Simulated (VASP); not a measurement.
# SiO2 (I4_1/amd) in VASP: a series of runs, part 2 of 2

VASP 6.6.1.

## (3) Single point, r2SCAN (8.79 Å³/atom)

This run uses another cell than the first one, of 8.79 Å³/atom.

POSCAR reads:

```
SiO2
1.0
   -1.7621628951      1.7621628951      4.2447018946
    1.7621628951     -1.7621628951      4.2447018946
    1.7621628951      1.7621628951     -4.2447018946
Si O
2 4
Direct
    0.7500000000      0.2500000000      0.5000000000
    0.0000000000      0.0000000000      0.0000000000
    0.5409502157      0.0409502157      0.5000000000
    0.7909502157      0.7909502157      0.0000000000
    0.2090497843      0.2090497843      0.0000000000
    0.9590497843      0.4590497843      0.5000000000
```

INCAR.step1 reads:

```
PREC     = Accurate       # precision mode
ENCUT    = 520            # plane-wave cutoff, eV
ISMEAR   = 0              # smearing method
SIGMA    = 0.01           # smearing width, eV
LREAL    = F              # projectors in reciprocal space
LASPH    = T              # aspherical terms in the spheres
NELM     = 100            # most SCF steps
NBANDS   = 25             # bands
GGA      = PE             # functional
ALGO     = Normal         # electronic algorithm
EDIFF    = 1E-4           # SCF threshold, eV
LWAVE    = T              # write WAVECAR
LCHARG   = F              # write CHGCAR
```

INCAR.step2 reads:

```
PREC     = Accurate       # precision mode
ENCUT    = 520            # plane-wave cutoff, eV
EDIFF    = 1E-6           # SCF threshold, eV
ISMEAR   = 0              # smearing method
SIGMA    = 0.01           # smearing width, eV
LREAL    = F              # projectors in reciprocal space
LASPH    = T              # aspherical terms in the spheres
NELM     = 100            # most SCF steps
ALGO     = Normal         # electronic algorithm
ISIF     = 2              # what is computed and relaxed
LWAVE    = F              # write WAVECAR
LCHARG   = F              # write CHGCAR
METAGGA  = R2SCAN         # meta-GGA
LMIXTAU  = T            
NBANDS   = 25             # bands
ISTART   = 1
```

KPOINTS reads:

```
regular mesh
0
Gamma
  8 8 8
```

Potentials or basis: VASP PAW PBE potentials, release 64 (Si, O).

Launch:

```bash
$ cat potpaw_PBE.64/Si/POTCAR potpaw_PBE.64/O/POTCAR > POTCAR
$ cp INCAR.step1 INCAR
$ mpirun -np 1 vasp_std > vasp.out
$ cp INCAR.step2 INCAR
$ mpirun -np 1 vasp_std > vasp.out
```

OUTCAR:

```text
PREC = Accurate
   ENCUT = 520
   EDIFF = 1E-6
   ISMEAR = 0
   LREAL = F
   LASPH = T
   NELM = 100
   ISIF = 2
   METAGGA = R2SCAN
   ISTART = 1

 ion  position               nearest neighbor table
   1  0.750  0.250  0.500-   3 1.77   6 1.77   5 1.80   4 1.80   4 1.80   5 1.80   2 2.76   2 2.76
                             2 2.76   2 2.76
   2  0.000  0.000  0.000-   4 1.77   5 1.77   3 1.80   6 1.80   3 1.80   6 1.80   1 2.76   1 2.76
                             1 2.76   1 2.76
   3  0.541  0.041  0.500-   1 1.77   2 1.80   2 1.80
   4  0.791  0.791  0.000-   2 1.77   1 1.80   1 1.80
   5  0.209  0.209  0.000-   2 1.77   1 1.80   1 1.80
   6  0.959  0.459  0.500-   1 1.77   2 1.80   2 1.80

  LATTYP: Found a body centered tetragonal cell.
 ALAT       =     3.5243257902
 C/A-ratio  =     2.4088022205

  Lattice vectors:

 A1 = (  -1.7621628951,   1.7621628951,   4.2447018946)
 A2 = (   1.7621628951,  -1.7621628951,   4.2447018946)
 A3 = (   1.7621628951,   1.7621628951,  -4.2447018946)

Analysis of symmetry for initial positions (statically):
=====================================================================
 Subroutine PRICEL returns:
[... 187 lines left out ...]
 Fermi energy:         5.4511196606

 k-point     1 :       0.0000    0.0000    0.0000
  band No.  band energies     occupation
      1     -16.9843      2.00000
      2     -14.1002      2.00000
      3     -13.0970      2.00000
      4     -12.3237      2.00000
      5      -2.2553      2.00000
      6      -2.2553      2.00000
[... 661 lines left out ...]
     24      20.6043      0.00000
     25      20.6262      0.00000

 [... further k-points ...]

------------------------ aborting loop because EDIFF is reached ----------------------------------------

  FORCE on cell =-STRESS in cart. coord.  units (eV):
  Direction    XX          YY          ZZ          XY          YZ          ZX
  --------------------------------------------------------------------------------------
  -------------------------------------------------------------------------------------
  Total       -2.5582570     -2.5582570     -2.8325146      0.0000000      0.0000000      0.0000000
  in kB      -77.7419553    -77.7419553    -86.0762711      0.0000000      0.0000000      0.0000000
  external PRESSURE =     -80.5200606 kB  Pullay stress =       0.0000000 kB

 VOLUME and BASIS-vectors are now :
 -----------------------------------------------------------------------------
  energy-cutoff  :      520.00
  volume of cell :       52.72
      direct lattice vectors                 reciprocal lattice vectors
    -1.762162895  1.762162895  4.244701895     0.000000000  0.283742213  0.117793902
     1.762162895 -1.762162895  4.244701895     0.283742213  0.000000000  0.117793902
     1.762162895  1.762162895 -4.244701895     0.283742213  0.283742213  0.000000000

 POSITION                                       TOTAL-FORCE (eV/Angst)
 -----------------------------------------------------------------------------------
     -0.00000      1.76216      2.12235         0.000000      0.000000     -0.000000
      0.00000      0.00000      0.00000         0.000000      0.000000     -0.000000
      0.00000      1.76216      0.34764        -0.000000     -0.000000      0.275752
      0.00000      0.00000      6.71470        -0.000000     -0.000000      0.275752
      0.00000      0.00000      1.77471         0.000000      0.000000     -0.275752
     -0.00000      1.76216      3.89706        -0.000000     -0.000000     -0.275752
 -----------------------------------------------------------------------------------
    total drift:                               -0.000000      0.000000      0.000000

  FREE ENERGIE OF THE ION-ELECTRON SYSTEM (eV)
  ---------------------------------------------------
  free  energy   TOTEN  =       -58.3174237768 eV

  energy  without entropy=      -58.3174237768  energy(sigma->0) =      -58.31742378
```

Wall time 14 min (1 thread of Intel Xeon 8259CL, shared host); peak memory 0.28 GiB.

Results:

* Free energy: -58.3174 eV
* Pressure: -8.1 GPa
* Largest force: 0.276 eV/Å
* Band gap on the k mesh: 6.71 eV (least direct gap 7.43 eV)

Forces on the atoms (eV/Å):
```
Si   0.000  0.000  0.000
Si   0.000  0.000  0.000
O    0.000  0.000  0.276
O    0.000  0.000  0.276
O    0.000  0.000 -0.276
O    0.000  0.000 -0.276
```

Caveat: the cell stands under tension; the PAW data sets were made with another functional, which shifts forces and pressure a little. A k mesh can miss the band edges.

## (4) Single point, r2SCAN (9.04 Å³/atom)

This run uses another cell than the first one, of 9.04 Å³/atom.

Changes to POSCAR since step 3:

```diff
@@ -2,5 +2,5 @@
 1.0
-   -1.7621628951      1.7621628951      4.2447018946
-    1.7621628951     -1.7621628951      4.2447018946
-    1.7621628951      1.7621628951     -4.2447018946
+   -1.7791078086      1.7791078086      4.2855188399
+    1.7791078086     -1.7791078086      4.2855188399
+    1.7791078086      1.7791078086     -4.2855188399
 Si O
```

INCAR.step1 reads:

```
PREC = Accurate
ENCUT = 520
ISMEAR = 0
SIGMA = 0.01
LREAL = False
LASPH = True
NELM = 60
NBANDS = 25
GGA = PE
ALGO = Normal
EDIFF = 1E-4
LWAVE = True
LCHARG = False
```

INCAR.step2 reads:

```
PREC = Accurate
ENCUT = 520
EDIFF = 1E-6
ISMEAR = 0
SIGMA = 0.01
LREAL = False
LASPH = True
NELM = 60
ALGO = Normal
ISIF = 2
LWAVE = False
LCHARG = False
METAGGA = R2SCAN
LMIXTAU = True
NBANDS = 25
ISTART = 1
```

KPOINTS reads:

```
Automatic mesh
0
Gamma
  8 8 8
```

Launch:

```bash
$ cat potpaw_PBE.64/Si/POTCAR potpaw_PBE.64/O/POTCAR > POTCAR
$ cp INCAR.step1 INCAR
$ mpirun -np 1 vasp_std > vasp.out
$ cp INCAR.step2 INCAR
$ mpirun -np 1 vasp_std > vasp.out
```

Wall time 14 min (1 thread of Intel Xeon 8259CL, shared host); peak memory 0.28 GiB.

The run converged. Its results:

* Free energy: -58.2075 eV
* Pressure: -15.3 GPa
* Largest force: 0.532 eV/Å
* Band gap on the k mesh: 6.22 eV (least direct gap 6.90 eV)

Forces on the atoms (eV/Å):
```
Si   0.000  0.000  0.000
Si   0.000  0.000  0.000
O    0.000  0.000  0.532
O    0.000  0.000  0.532
O    0.000  0.000 -0.532
O    0.000  0.000 -0.532
```

Stress tensor (GPa, compression positive):
```
-14.54   0.00   0.00
  0.00 -14.54   0.00
  0.00   0.00 -16.84
```

Levels at points of the mesh, in eV from the valence-band top:
```csv
k point,band 13,band 14,band 15,band 16,band 17,band 18,band 19,band 20
"(0.00, 0.00, 0.00)",-0.84,-0.84,-0.68,-0.68,6.22,8.82,11.70,12.61
"(0.50, 0.00, 0.00)",-1.83,-1.80,-1.25,-1.24,9.28,9.28,11.60,11.88
"(0.50, 0.50, 0.00)",-2.02,-2.02,-0.07,-0.07,10.30,10.30,11.52,11.52
"(0.50, 0.50, 0.50)",-1.99,-1.99,-0.47,-0.47,7.64,7.64,10.76,10.76
```

Caveat: the cell stands under tension; the PAW data sets were made with another functional, which shifts forces and pressure a little.

## (5) Single point, PBE

INCAR reads:

```
SYSTEM = SiO2
PREC     = Accurate       ! precision mode
ENCUT    = 520            ! plane-wave cutoff, eV
EDIFF    = 1E-7           ! SCF threshold, eV
ISMEAR   = 0              ! smearing method
SIGMA    = 0.01           ! smearing width, eV
LREAL    = .FALSE.        ! projectors in reciprocal space
LASPH    = .TRUE.         ! aspherical terms in the spheres
NELM     = 100            ! most SCF steps
ALGO     = Normal         ! electronic algorithm
ISIF     = 2              ! what is computed and relaxed
LWAVE    = .FALSE.        ! write WAVECAR
LCHARG   = .FALSE.        ! write CHGCAR
GGA      = PE             ! functional
NBANDS   = 25             ! bands
```

KPOINTS reads:

```
Automatic mesh
0
G
  10 10 10
  0 0 0
```

Changes to POSCAR since step 4:

```diff
@@ -2,5 +2,5 @@
 1.0
-   -1.7791078086      1.7791078086      4.2855188399
-    1.7791078086     -1.7791078086      4.2855188399
-    1.7791078086      1.7791078086     -4.2855188399
+   -1.7448856757      1.7448856757      4.2030844901
+    1.7448856757     -1.7448856757      4.2030844901
+    1.7448856757      1.7448856757     -4.2030844901
 Si O
```

Potentials or basis: VASP PAW PBE potentials, release 64 (Si, O).

Launch:

```bash
$ cat potpaw_PBE.64/Si/POTCAR potpaw_PBE.64/O/POTCAR > POTCAR
$ mpirun -np 1 vasp_std > vasp.out
```

OUTCAR:

```text
SYSTEM = SiO2
   PREC = Accurate
   ENCUT = 520
   EDIFF = 1E-7
   ISMEAR = 0
   LREAL = .FALSE.
   LASPH = .TRUE.
   NELM = 100
   ISIF = 2
   GGA = PE

 ion  position               nearest neighbor table
   1  0.750  0.250  0.500-   3 1.76   6 1.76   5 1.78   4 1.78   4 1.78   5 1.78   2 2.73   2 2.73
                             2 2.73   2 2.73
   2  0.000  0.000  0.000-   4 1.76   5 1.76   3 1.78   6 1.78   3 1.78   6 1.78   1 2.73   1 2.73
                             1 2.73   1 2.73
   3  0.541  0.041  0.500-   1 1.76   2 1.78   2 1.78
   4  0.791  0.791  0.000-   2 1.76   1 1.78   1 1.78
   5  0.209  0.209  0.000-   2 1.76   1 1.78   1 1.78
   6  0.959  0.459  0.500-   1 1.76   2 1.78   2 1.78
[... 882 lines left out ...]
  Total        2.7317237      2.7317237      3.1204970      0.0000000      0.0000000      0.0000000
  in kB       85.5037756     85.5037756     97.6724967      0.0000000      0.0000000      0.0000000
  external PRESSURE =      89.5600160 kB  Pullay stress =       0.0000000 kB

 VOLUME and BASIS-vectors are now :
 -----------------------------------------------------------------------------
  energy-cutoff  :      520.00
  volume of cell :       51.19
      direct lattice vectors                 reciprocal lattice vectors
    -1.744885676  1.744885676  4.203084490     0.000000000  0.286551725  0.118960254
     1.744885676 -1.744885676  4.203084490     0.286551725  0.000000000  0.118960254
     1.744885676  1.744885676 -4.203084490     0.286551725  0.286551725  0.000000000

 POSITION                                       TOTAL-FORCE (eV/Angst)
 -----------------------------------------------------------------------------------
      0.00000      1.74489      2.10154        -0.000000     -0.000000      0.000000
      0.00000      0.00000      0.00000        -0.000000     -0.000000     -0.000000
      0.00000      1.74489      0.34423         0.000000      0.000000     -0.118786
      0.00000      0.00000      6.64886         0.000000      0.000000     -0.118786
      0.00000      0.00000      1.75731         0.000000      0.000000      0.118786
      0.00000      1.74489      3.85885         0.000000      0.000000      0.118786
 -----------------------------------------------------------------------------------
    total drift:                               -0.000000     -0.000000      0.000000

  FREE ENERGIE OF THE ION-ELECTRON SYSTEM (eV)
  ---------------------------------------------------
  free  energy   TOTEN  =       -45.9870509886 eV

  energy  without entropy=      -45.9870509886  energy(sigma->0) =      -45.98705099
```

OSZICAR:

```text
N       E                     dE             d eps       ncg     rms          rms(c)
DAV:   1     0.143872409517E+03    0.14387E+03   -0.17470E+04  5108   0.122E+03
DAV:   2    -0.433143445183E+02   -0.18719E+03   -0.17998E+03  6605   0.282E+02
DAV:   3    -0.507490822384E+02   -0.74347E+01   -0.74020E+01  6813   0.541E+01
DAV:   4    -0.508031709517E+02   -0.54089E-01   -0.54069E-01  5902   0.534E+00
DAV:   5    -0.508036637398E+02   -0.49279E-03   -0.49271E-03  6778   0.490E-01    0.177E+01
DAV:   6    -0.459495015458E+02    0.48542E+01   -0.13576E+01  6223   0.248E+01    0.820E+00
DAV:   7    -0.459705525681E+02   -0.21051E-01   -0.66170E-01  6458   0.487E+00    0.292E+00
DAV:   8    -0.459798829266E+02   -0.93304E-02   -0.23499E-02  6196   0.137E+00    0.113E+00
DAV:   9    -0.459866484887E+02   -0.67656E-02   -0.11016E-02  5916   0.877E-01    0.267E-01
DAV:  10    -0.459870554082E+02   -0.40692E-03   -0.84626E-04  6561   0.202E-01    0.584E-02
DAV:  11    -0.459870461257E+02    0.92825E-05   -0.11603E-04  6197   0.808E-02    0.114E-02
DAV:  12    -0.459870508064E+02   -0.46806E-05   -0.12272E-05  6352   0.248E-02    0.640E-03
DAV:  13    -0.459870509727E+02   -0.16638E-06   -0.25092E-06  6524   0.110E-02    0.504E-03
DAV:  14    -0.459870509886E+02   -0.15898E-07   -0.78628E-08  4773   0.195E-03
   1 F= -.45987051E+02 E0= -.45987051E+02  d E =-.939249E-26
```

Run time: 4.9 min. Hardware: 1 thread of Intel Xeon 8259CL, shared host; peak memory 0.26 GiB.

What came out:

- Free energy: -45.9871 eV
- Pressure: 9.0 GPa
- Largest force: 0.119 eV/Å
- Band gap on the k mesh: 6.30 eV (least direct gap 7.03 eV)

Forces in eV/Å, atoms in the order of the input:
```
Si   0.000  0.000  0.000
Si   0.000  0.000  0.000
O    0.000  0.000 -0.119
O    0.000  0.000 -0.119
O    0.000  0.000  0.119
O    0.000  0.000  0.119
```

Stress tensor (GPa, compression positive):
```
8.55 0.00 0.00
0.00 8.55 0.00
0.00 0.00 9.77
```

Levels at points of the mesh, in eV from the valence-band top:
```
           k point  band 13  band 14  band 15  band 16  band 17  band 18  band 19  band 20
(0.00, 0.00, 0.00)    -0.88    -0.88    -0.73    -0.73     6.30     8.66    11.26    11.95
(0.50, 0.00, 0.00)    -1.98    -1.93    -1.33    -1.31     8.93     9.18    11.27    11.53
(0.50, 0.50, 0.00)    -2.11    -2.11    -0.09    -0.09     9.88     9.88    11.13    11.13
(0.50, 0.50, 0.50)    -2.14    -2.14    -0.50    -0.50     7.46     7.46    10.41    10.41
```

Caveat: the cell stands under pressure. A k mesh can miss the band edges.

## (6) Summary

```csv
level,cell,k mesh,gap on the mesh (eV),pressure (GPa),largest force (eV/Å)
r2SCAN,"a = 4.874 Å, angles 138.0, 138.0, 60.8°, 6 atoms",8 × 8 × 8,7.23,0.4,0.01
r2SCAN,"a = 4.922 Å, angles 138.0, 138.0, 60.8°, 6 atoms",8 × 8 × 8,6.71,-8.1,0.28
r2SCAN,"a = 4.970 Å, angles 138.0, 138.0, 60.8°, 6 atoms",8 × 8 × 8,6.22,-15.3,0.53
PBE,"a = 4.874 Å, angles 138.0, 138.0, 60.8°, 6 atoms",10 × 10 × 10,6.30,9.0,0.12
```

Alike in all rows: task single point; potentials or basis VASP PAW PBE potentials, release 64 (Si, O); no spin polarisation; cutoff (eV) 520; smearing gaussian 0.01 eV.

Caveats: the PAW data sets were made with another functional, which shifts forces and pressure a little (at least some runs); the cell stands under tension (at least some runs); the cell stands under pressure (at least some runs).

Absolute energies hang on the potentials; compare differences alone.
